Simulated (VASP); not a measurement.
# CsNiN (P-6m2) in VASP: notebook

CsNiN is run at these levels: PBE; tasks: single point.

Program: VASP 6.6.1. These are calculated values, not measurements. Logs are shortened: lines on timing, memory, paths and dates and some standing lists are left out, and cuts for length are marked.

## Step 1: The cell of the first run

The structure is hexagonal, space group P-6m2 (No. 187). The conventional cell has a = 4.433 Å, b = 4.433 Å, c = 3.308 Å, α = 90.00°, β = 90.00°, γ = 120.00°. Cs (site symmetry -6m2) has 3 N at 2.56 Å and 6 Ni at 3.05 Å and 2 Cs at 3.31 Å within 3.4 Å. Within 2.2 Å of Ni (site symmetry -6m2) lie 2 N at 1.65 Å. Within 2.2 Å of N (site symmetry -6m2) lie 2 Ni at 1.65 Å.

## Step 2: Single point, PBE, collinear spin, ferromagnetic start

Contents of INCAR:

```
SYSTEM = CsNiN
  ALGO = Normal
  EDIFF = 1E-6
  ENCUT = 520
  GGA = PE
  ISIF = 2
  ISMEAR = -1
  ISPIN = 2
  LASPH = .TRUE.
  LCHARG = .FALSE.
  LMAXMIX = 4
  LORBIT = 11
  LREAL = .FALSE.
  LWAVE = .FALSE.
  MAGMOM = 0 1 0
  NBANDS = 23
  NELM = 150
  PREC = Accurate
  SIGMA = 0.05
```

Contents of KPOINTS:

```
k-points
0
G
  6 6 8
  0 0 0
```

Contents of POSCAR:

```
CsNiN
1.0
    4.4327691459      0.0000000000      0.0000000000
   -2.2163845730      3.8388906894      0.0000000000
    0.0000000000      0.0000000000      3.3077045438
Cs Ni N
1 1 1
Direct
    0.6666666667      0.3333333333      0.5000000000
    0.3333333333      0.6666666667      0.0000000000
    0.3333333333      0.6666666667      0.5000000000
```

Potentials or basis: VASP PAW PBE potentials, release 64 (Cs_sv, Ni, N).

Run with:

```bash
$ cat potpaw_PBE.64/Cs_sv/POTCAR potpaw_PBE.64/Ni/POTCAR potpaw_PBE.64/N/POTCAR > POTCAR
$ mpirun -np 1 vasp_std > vasp.out
```

OUTCAR:

```text
SYSTEM = CsNiN
   EDIFF = 1E-6
   ENCUT = 520
   GGA = PE
   ISIF = 2
   ISMEAR = -1
   ISPIN = 2
   LASPH = .TRUE.
   LORBIT = 11
   LREAL = .FALSE.
   NELM = 150
   PREC = Accurate

 ion  position               nearest neighbor table
   1  0.667  0.333  0.500-   2 3.05   2 3.05   2 3.05   2 3.05   2 3.05   2 3.05
   2  0.333  0.667  0.000-   3 1.65   3 1.65   1 3.05   1 3.05   1 3.05   1 3.05   1 3.05   1 3.05

   3  0.333  0.667  0.500-   2 1.65   2 1.65

  LATTYP: Found a hexagonal cell.
 ALAT       =     4.4327691459
 C/A-ratio  =     0.7461937301

  Lattice vectors:

 A1 = (   4.4327691459,   0.0000000000,   0.0000000000)
 A2 = (  -2.2163845730,   3.8388906894,   0.0000000000)
 A3 = (   0.0000000000,   0.0000000000,   3.3077045438)

Analysis of symmetry for initial positions (statically):
=====================================================================
 Subroutine PRICEL returns:
 Original cell was already a primitive cell.

 Routine SETGRP: Setting up the symmetry group for a
 hexagonal supercell.

 Subroutine GETGRP returns: Found 12 space group operations
 (whereof 12 operations were pure point group operations)
 out of a pool of 24 trial point group operations.

The static configuration has the point symmetry D_3h.

Analysis of symmetry for dynamics (positions and initial velocities):
=====================================================================
 Subroutine PRICEL returns:
 Original cell was already a primitive cell.

 Routine SETGRP: Setting up the symmetry group for a
 hexagonal supercell.

 Subroutine GETGRP returns: Found 12 space group operations
 (whereof 12 operations were pure point group operations)
 out of a pool of 24 trial point group operations.

The dynamic configuration has the point symmetry D_3h.

Analysis of structural, dynamic, and magnetic symmetry:
=====================================================================
 Subroutine PRICEL returns:
 Original cell was already a primitive cell.

 Routine SETGRP: Setting up the symmetry group for a
 hexagonal supercell.

 Subroutine GETGRP returns: Found 12 space group operations
 (whereof 12 operations were pure point group operations)
 out of a pool of 24 trial point group operations.

The overall configuration has the point symmetry D_3h.

 Subroutine INISYM returns: Found 12 space group operations
 (whereof 12 operations are pure point group operations),
 and found     1 'primitive' translations

----------------------------------------------------------------------------------------

                                     Primitive cell

  volume of cell :      56.2869

  direct lattice vectors                    reciprocal lattice vectors
     4.432769146  0.000000000  0.000000000     0.225592619  0.130245959  0.000000000
    -2.216384573  3.838890689  0.000000000     0.000000000  0.260491918  0.000000000
     0.000000000  0.000000000  3.307704544     0.000000000  0.000000000  0.302324463

  length of vectors
     4.432769146  4.432769146  3.307704544     0.260491918  0.260491918  0.302324463

  position of ions in fractional coordinates (direct lattice)
     0.666666667  0.333333333  0.500000000
     0.333333333  0.666666667  0.000000000
     0.333333333  0.666666667  0.500000000

  ion indices of the primitive-cell ions
   primitive index   ion index
                 1           1
                 2           2
                 3           3

----------------------------------------------------------------------------------------

 KPOINTS: k-points

Automatic generation of k-mesh.
 Grid dimensions read from file:
 generate k-points for:    6    6    8

 Generating k-lattice:

  Cartesian coordinates                     Fractional coordinates (reciprocal lattice)
     0.037598770  0.021707660  0.000000000     0.166666667  0.000000000  0.000000000
     0.000000000  0.043415320  0.000000000     0.000000000  0.166666667  0.000000000
     0.000000000  0.000000000  0.037790558     0.000000000  0.000000000  0.125000000

  Length of vectors
     0.043415320  0.043415320  0.037790558

  Shift w.r.t. Gamma in fractional coordinates (k-lattice)
     0.000000000  0.000000000  0.000000000

 Subroutine IBZKPT returns following result:
 ===========================================

 Found     35 irreducible k-points:

 Following reciprocal coordinates:
            Coordinates               Weight
  0.000000  0.000000  0.000000      1.000000
  0.166667  0.000000  0.000000      6.000000
  0.333333 -0.000000  0.000000      6.000000
  0.500000  0.000000  0.000000      3.000000
  0.166667  0.166667  0.000000      6.000000
  0.333333  0.166667  0.000000     12.000000
[... 16 lines left out ...]
  0.166667  0.000000  0.375000     12.000000
  0.333333 -0.000000  0.375000     12.000000
 [... further k-points ...]
   k-points           NKPTS =     35   k-points in BZ     NKDIM =     35   number of bands    NBANDS=     23
   number of dos      NEDOS =    301   number of ions     NIONS =      3
   total plane-waves  NPLWV =  36288
   dimension x,y,z NGX =    36 NGY =   36 NGZ =   28
   dimension x,y,z NGXF=    72 NGYF=   72 NGZF=   56
   ions per type =               1   1   1
   NGX,Y,Z   is equivalent  to a cutoff of  13.50, 13.50, 14.07 a.u.
   NGXF,Y,Z  is equivalent  to a cutoff of  27.00, 27.00, 28.15 a.u.
 SYSTEM =  CsNiN
   PREC   = accura    normal or accurate (medium, high low for compatibility)
   ISTART =      0    job   : 0-new  1-cont  2-samecut
   ICHARG =      2    charge: 1-file 2-atom 10-const
   ISPIN  =      2    spin polarized calculation?
   LNONCOLLINEAR =      F non collinear calculations
   LSORBIT =      F    spin-orbit coupling
   LASPH  =      T    aspherical Exc in radial PAW
   ENCUT  =  520.0 eV  38.22 Ry    6.18 a.u.   8.24  8.24  6.15*2*pi/ulx,y,z
   NELM   =    150;   NELMIN=  2; NELMDL= -5     # of ELM steps
   EDIFF  = 0.1E-05   stopping-criterion for ELM
   LREAL  =      F    real-space projection
   EDIFFG = 0.1E-04   stopping-criterion for IOM
   NSW    =      0    number of steps for IOM
   IBRION =     -1    ionic relax: 0-MD 1-quasi-New 2-CG
   NFREE  =      0    steps in history (QN), initial steepest desc. (CG)
   ISIF   =      2    stress and relaxation
   ISYM   =      2    0-nonsym 1-usesym 2-fastsym
   POTIM  = 0.5000    time-step for ionic-motion
[... 18 lines left out ...]
   AEXX    =    0.0000 exact exchange contribution
   IVDW    =     0    specifies the selected vdW correction
   LEPSILON=     F    determine dielectric tensor
   LRPA    =     F    only Hartree local field effects (RPA)
 spin polarized calculation
  energy-cutoff  :      520.00
  volume of cell :       56.29
 maximum number of plane-waves:      1532
 NGX is ok and might be reduce to    36
   NGX = 17   NGY = 17   NGZ = 13

 number of electron      24.0000000 magnetization       0.0016151

 number of electron      24.0000000 magnetization      -0.0007721

 Free energy of the ion-electron system (eV)
  ---------------------------------------------------
  ext. energy  EPLUGINS =         0.00000000
  ---------------------------------------------------
  free energy    TOTEN  =       -12.11544050 eV

  energy without entropy =      -12.10327291  energy(sigma->0) =      -12.10935670

 E-fermi :   4.1361     XC(G=0):  -9.9950

 val. band max:        4.0946085290   @ k =   0.3333   0.3333   0.2500
 cond. band min:       4.1617689569   @ k =   0.5000   0.0000   0.2500
 fundamental gap:      0.0671604279
 Fermi energy:         4.1361093654

 spin component 1

 k-point     1 :       0.0000    0.0000    0.0000
  band No.  band energies     occupation
      1     -17.4637      1.00000
      2     -10.6768      1.00000
      3      -4.4427      1.00000
      4      -4.4427      1.00000
      5      -2.4642      1.00000
      6       1.2878      1.00000
[... 15 lines left out ...]
     22      15.9358      0.00000
     23      19.0766      0.00000

 k-point     2 :       0.1667    0.0000    0.0000
  band No.  band energies     occupation
      1     -17.4078      1.00000
      2     -10.8962      1.00000
      3      -4.5544      1.00000
      4      -4.2954      1.00000
      5      -2.4242      1.00000
      6       1.1745      1.00000
[... 15 lines left out ...]
     22      16.7587      0.00000
     23      19.3526      0.00000

 k-point     3 :       0.3333   -0.0000    0.0000
  band No.  band energies     occupation
      1     -17.2896      1.00000
      2     -11.3087      1.00000
      3      -4.7561      1.00000
      4      -4.0822      1.00000
      5      -2.3403      1.00000
      6       1.3443      1.00000
[... 15 lines left out ...]
     22      17.2573      0.00000
     23      19.2110      0.00000
[... 495 lines left out ...]
 k-point    23 :       0.1667    0.0000    0.3750
  band No.  band energies     occupation
      1     -16.8751      1.00000
      2      -9.8360      1.00000
      3      -5.7347      1.00000
      4      -4.2348      1.00000
      5      -3.8726      1.00000
      6      -2.4257      1.00000
[... 15 lines left out ...]
     22      17.0265      0.00000
     23      19.5587      0.00000

 k-point    24 :       0.3333   -0.0000    0.3750
  band No.  band energies     occupation
      1     -16.7724      1.00000
      2     -10.2787      1.00000
      3      -5.5512      1.00000
      4      -4.4613      1.00000
      5      -3.5143      1.00000
      6      -2.5160      1.00000
[... 15 lines left out ...]
     22      18.0841      0.00000
     23      18.7163      0.00000

 [... further k-points ...]

 spin component 2

 k-point     1 :       0.0000    0.0000    0.0000
  band No.  band energies     occupation
      1     -17.4637      1.00000
      2     -10.6770      1.00000
      3      -4.4427      1.00000
      4      -4.4427      1.00000
      5      -2.4642      1.00000
      6       1.2876      1.00000
[... 15 lines left out ...]
     22      15.9357      0.00000
     23      19.0766      0.00000

 k-point     2 :       0.1667    0.0000    0.0000
  band No.  band energies     occupation
      1     -17.4078      1.00000
      2     -10.8963      1.00000
      3      -4.5544      1.00000
      4      -4.2955      1.00000
      5      -2.4242      1.00000
      6       1.1743      1.00000
[... 15 lines left out ...]
     22      16.7587      0.00000
     23      19.3526      0.00000

 k-point     3 :       0.3333   -0.0000    0.0000
  band No.  band energies     occupation
      1     -17.2897      1.00000
      2     -11.3089      1.00000
      3      -4.7561      1.00000
      4      -4.0822      1.00000
      5      -2.3403      1.00000
      6       1.3441      1.00000
[... 15 lines left out ...]
     22      17.2573      0.00000
     23      19.2110      0.00000
[... 495 lines left out ...]
 k-point    23 :       0.1667    0.0000    0.3750
  band No.  band energies     occupation
      1     -16.8752      1.00000
      2      -9.8362      1.00000
      3      -5.7347      1.00000
      4      -4.2349      1.00000
      5      -3.8727      1.00000
      6      -2.4258      1.00000
[... 15 lines left out ...]
     22      17.0265      0.00000
     23      19.5587      0.00000

 k-point    24 :       0.3333   -0.0000    0.3750
  band No.  band energies     occupation
      1     -16.7725      1.00000
      2     -10.2789      1.00000
      3      -5.5512      1.00000
      4      -4.4614      1.00000
      5      -3.5143      1.00000
      6      -2.5161      1.00000
[... 15 lines left out ...]
     22      18.0841      0.00000
     23      18.7164      0.00000

 [... further k-points ...]
[... 5 lines left out ...]
  --------------------------------------------------------------------------------------
  -------------------------------------------------------------------------------------
  Total       10.7342448     10.7342448     10.5345140     -0.0000000     -0.0000000      0.0000000
  in kB      305.5445271    305.5445271    299.8592954     -0.0000000     -0.0000000      0.0000000
  external PRESSURE =     303.6494499 kB  Pullay stress =       0.0000000 kB

 VOLUME and BASIS-vectors are now :
 -----------------------------------------------------------------------------
  energy-cutoff  :      520.00
  volume of cell :       56.29
      direct lattice vectors                 reciprocal lattice vectors
     4.432769146  0.000000000  0.000000000     0.225592619  0.130245959  0.000000000
    -2.216384573  3.838890689  0.000000000     0.000000000  0.260491918  0.000000000
     0.000000000  0.000000000  3.307704544     0.000000000  0.000000000  0.302324463

 POSITION                                       TOTAL-FORCE (eV/Angst)
 -----------------------------------------------------------------------------------
      2.21638      1.27963      1.65385         0.000000     -0.000000      0.000000
     -0.00000      2.55926      0.00000         0.000000      0.000000      0.000000
     -0.00000      2.55926      1.65385        -0.000000      0.000000      0.000000
 -----------------------------------------------------------------------------------
    total drift:                                0.000000     -0.000000     -0.000000

  FREE ENERGIE OF THE ION-ELECTRON SYSTEM (eV)
  ---------------------------------------------------
  free  energy   TOTEN  =       -12.1154404953 eV

  energy  without entropy=      -12.1032729133  energy(sigma->0) =      -12.10935670

 total charge

# of ion       s       p       d       tot
------------------------------------------
    1        1.855   4.664   0.207   6.725
    2        0.711   0.748   8.481   9.941
    3        1.309   2.461   0.000   3.770
--------------------------------------------------
tot          3.876   7.872   8.688  20.436

 magnetization (x)

# of ion       s       p       d       tot
------------------------------------------
    1       -0.000  -0.000   0.000  -0.000
    2       -0.000  -0.000  -0.000  -0.000
    3       -0.000  -0.000   0.000  -0.000
--------------------------------------------------
tot         -0.000  -0.000  -0.000  -0.000
```

Run time: 63 s. Hardware: 1 thread of AMD EPYC 9R45 (Zen 5), shared host; peak memory 0.23 GiB.

Results:

```yaml
Free_energy: -12.1154 eV
Pressure: 30.4 GPa
Band_gap_on_the_k_mesh: zero (filled and empty bands overlap)
Net_moment: 0.00 μB per cell
Valence_electrons_inside_the_program's_atomic_spheres: Cs 6.72; Ni 9.94; N 3.77
```

Caveat: the cell stands under pressure; spin-orbit coupling is left out, which moves the levels of the heavy elements. With open d or f shells a metallic result of PBE can be an artefact of self-interaction; +U or a hybrid may open a gap.

## Step 3: Single point, PBE, collinear spin, ferromagnetic start

This run uses another cell than the first one, of 20.53 Å³/atom.

Contents of INCAR:

```
PREC = Accurate
ENCUT = 520
EDIFF = 1E-6
ISMEAR = -1
SIGMA = 0.05
LREAL = F
LASPH = T
NELM = 150
ALGO = Normal
ISIF = 2
LWAVE = F
LCHARG = F
ISPIN = 2
MAGMOM = 0 1 0
LORBIT = 11
LMAXMIX = 4
GGA = PE
NBANDS = 23
```

Contents of KPOINTS:

```
regular mesh
0
Gamma
  6 6 8
```

Contents of POSCAR:

```
CsNiN
1.0
    4.6160047803      0.0000000000      0.0000000000
   -2.3080023902      3.9975774037      0.0000000000
    0.0000000000      0.0000000000      3.3379213804
Cs Ni N
1 1 1
Direct
    0.6666666667      0.3333333333      0.5000000000
    0.3333333333      0.6666666667      0.0000000000
    0.3333333333      0.6666666667      0.5000000000
```

Potentials or basis: VASP PAW PBE potentials, release 64 (Cs_sv, Ni, N).

Run with:

```bash
$ cat potpaw_PBE.64/Cs_sv/POTCAR potpaw_PBE.64/Ni/POTCAR potpaw_PBE.64/N/POTCAR > POTCAR
$ mpirun -np 1 vasp_std > vasp.out
```

Run time: 70 s. Hardware: 1 thread of AMD EPYC 9R45 (Zen 5), shared host; peak memory 0.23 GiB.

It converged, with:

```yaml
Free_energy: -12.9488 eV
Pressure: 20.2 GPa
Band_gap_on_the_k_mesh: zero (filled and empty bands overlap)
Net_moment: 0.00 μB per cell
Valence_electrons_inside_the_program's_atomic_spheres: Cs 6.68; Ni 9.85; N 3.73
```

Stress tensor (GPa, compression positive):
```
20.28  0.00  0.00
 0.00 20.28  0.00
 0.00  0.00 20.01
```

Levels at points of the mesh, in eV from the Fermi level:
Spin up:
| k point | band 10 | band 11 | band 12 | band 13 | band 14 | band 15 |
| --- | --- | --- | --- | --- | --- | --- |
| (0.00, 0.00, 0.00) | -2.15 | -2.15 | -1.11 | -1.11 | 2.65 | 4.23 |
| (0.50, 0.00, 0.00) | -1.55 | -1.47 | -1.23 | -1.16 | 2.91 | 4.28 |
| (0.00, 0.00, 0.50) | -1.54 | -0.50 | 1.35 | 1.35 | 3.94 | 3.94 |
| (0.50, 0.00, 0.50) | -1.37 | -1.30 | 1.49 | 1.76 | 2.55 | 3.22 |
Spin down:
```
           k point  band 10  band 11  band 12  band 13  band 14  band 15
(0.00, 0.00, 0.00)    -2.15    -2.15    -1.11    -1.11     2.65     4.23
(0.50, 0.00, 0.00)    -1.55    -1.47    -1.23    -1.16     2.91     4.28
(0.00, 0.00, 0.50)    -1.54    -0.50     1.35     1.35     3.94     3.94
(0.50, 0.00, 0.50)    -1.37    -1.30     1.49     1.76     2.55     3.22
```

Caveat: the cell stands under pressure; spin-orbit coupling is left out, which moves the levels of the heavy elements.

## Step 4: Single point, PBE, collinear spin, ferromagnetic start

This run uses another cell than the first one, of 23.36 Å³/atom.

Contents of INCAR:

```
  PREC = Accurate
  ENCUT = 520
  EDIFF = 1E-6
  ISMEAR = -1
  SIGMA = 0.05
  LREAL = False
  LASPH = True
  NELM = 150
  ALGO = Normal
  ISIF = 2
  LWAVE = False
  LCHARG = False
  ISPIN = 2
  MAGMOM = 0 1 0
  LORBIT = 11
  LMAXMIX = 4
  GGA = PE
  NBANDS = 23
```

Contents of KPOINTS:

```
Automatic mesh
0
Gamma
  6 6 8
```

Contents of POSCAR:

```
CsNiN
1.0
    4.8934602745      0.0000000000      0.0000000000
   -2.4467301373      4.2378609101      0.0000000000
    0.0000000000      0.0000000000      3.3788565996
Cs Ni N
1 1 1
Direct
    0.6666666667      0.3333333333      0.5000000000
    0.3333333333      0.6666666667      0.0000000000
    0.3333333333      0.6666666667      0.5000000000
```

Run with:

```bash
$ cat potpaw_PBE.64/Cs_sv/POTCAR potpaw_PBE.64/Ni/POTCAR potpaw_PBE.64/N/POTCAR > POTCAR
$ mpirun -np 1 vasp_std > vasp.out
```

It took 75 s on 1 thread of AMD EPYC 9R45 (Zen 5), shared host; peak memory 0.24 GiB.

Results (log left out):

```yaml
Free_energy: -13.7292 eV
Pressure: 10.1 GPa
Band_gap_on_the_k_mesh: zero (filled and empty bands overlap)
Net_moment: 0.00 μB per cell
Valence_electrons_inside_the_program's_atomic_spheres: Cs 6.64; Ni 9.73; N 3.69
```

Levels at points of the mesh, in eV from the Fermi level:
Spin up:
```
           k point  band 8  band 9  band 10  band 11  band 12  band 13  band 14  band 15  band 16  band 17
(0.00, 0.00, 0.00)   -2.24   -2.19    -2.01    -2.01    -1.10    -1.10     2.51     4.04     6.40     6.40
(0.50, 0.00, 0.00)   -2.02   -1.96    -1.64    -1.43    -1.34    -1.20     2.89     3.99     5.72     6.83
(0.00, 0.00, 0.50)   -4.12   -1.36    -1.36    -0.68     1.37     1.37     3.66     3.66     5.37     6.92
(0.50, 0.00, 0.50)   -3.74   -1.49    -1.24    -1.19     1.44     1.66     2.53     3.11     5.82     7.43
```
Spin down:
| k point | band 8 | band 9 | band 10 | band 11 | band 12 | band 13 | band 14 | band 15 | band 16 | band 17 |
| --- | --- | --- | --- | --- | --- | --- | --- | --- | --- | --- |
| (0.00, 0.00, 0.00) | -2.24 | -2.19 | -2.01 | -2.01 | -1.10 | -1.10 | 2.51 | 4.04 | 6.40 | 6.40 |
| (0.50, 0.00, 0.00) | -2.02 | -1.96 | -1.64 | -1.43 | -1.34 | -1.20 | 2.89 | 3.99 | 5.72 | 6.83 |
| (0.00, 0.00, 0.50) | -4.12 | -1.36 | -1.36 | -0.68 | 1.37 | 1.37 | 3.66 | 3.66 | 5.37 | 6.92 |
| (0.50, 0.00, 0.50) | -3.74 | -1.49 | -1.24 | -1.19 | 1.44 | 1.66 | 2.53 | 3.11 | 5.82 | 7.43 |

Caveat: the cell stands under pressure; spin-orbit coupling is left out, which moves the levels of the heavy elements. With open d or f shells a metallic result of PBE can be an artefact of self-interaction; +U or a hybrid may open a gap.

## Step 5: The runs side by side

```csv
cell,gap on the mesh (eV),pressure (GPa),moment (μB)
"a = 4.433, b = 4.433, c = 3.308 Å, angles 90.0, 90.0, 120.0°, 3 atoms",none,30.4,0.00
"a = 4.616, b = 4.616, c = 3.338 Å, angles 90.0, 90.0, 120.0°, 3 atoms",none,20.2,0.00
"a = 4.893, b = 4.893, c = 3.379 Å, angles 90.0, 90.0, 120.0°, 3 atoms",none,10.1,0.00
```

Alike in all rows: task single point; level PBE; potentials or basis VASP PAW PBE potentials, release 64 (Cs_sv, Ni, N); spin collinear, ferromagnetic start; k mesh 6 × 6 × 8; cutoff (eV) 520; smearing fermi-dirac 0.05 eV.

Caveats: the cell stands under pressure; spin-orbit coupling is left out, which moves the levels of the heavy elements.

Absolute energies hang on the potentials; compare differences alone.
